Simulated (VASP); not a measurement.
Here is a VASP 6.6.1 calculation.

INCAR

```
ALGO = Normal ; DIPOL = 0.5 0.5 0.500
EDIFF = 1E-7 ; ENCUT = 520
GGA = PE ; IDIPOL = 3
ISIF = 2 ; ISMEAR = 0
IVDW = 12 ; LASPH = T
LCHARG = F ; LDIPOL = T
LREAL = F ; LWAVE = F
NBANDS = 12 ; NELM = 60
PREC = Accurate ; SIGMA = 0.02
```

Contents of KPOINTS:

```
k-points
0
Gamma
  9 9 1
```

The input POSCAR:

```
As
1.0
    3.7500000000      0.0000000000      0.0000000000
   -1.8750000000      3.2475952642      0.0000000000
    0.0000000000      0.0000000000     28.5742413766
As
2
Direct
    0.3333333333      0.6666666667      0.4947680151
    0.6666666667      0.3333333333      0.5052319849
```

Potentials or basis: VASP PAW PBE potentials, release 64 (As).

Command:

```bash
$ cat potpaw_PBE.64/As/POTCAR > POTCAR
$ mpirun -np 1 vasp_std > vasp.out
```

(1) What does it give for the dispersion energy per atom?

(2) What does it give for the band gap on the k mesh?

(3) Predict the largest force.

Answers

(1) -0.199 eV.

(2) zero (bands 5 and 6 overlap by 0.62 eV).

(3) 1.876 eV/Å.
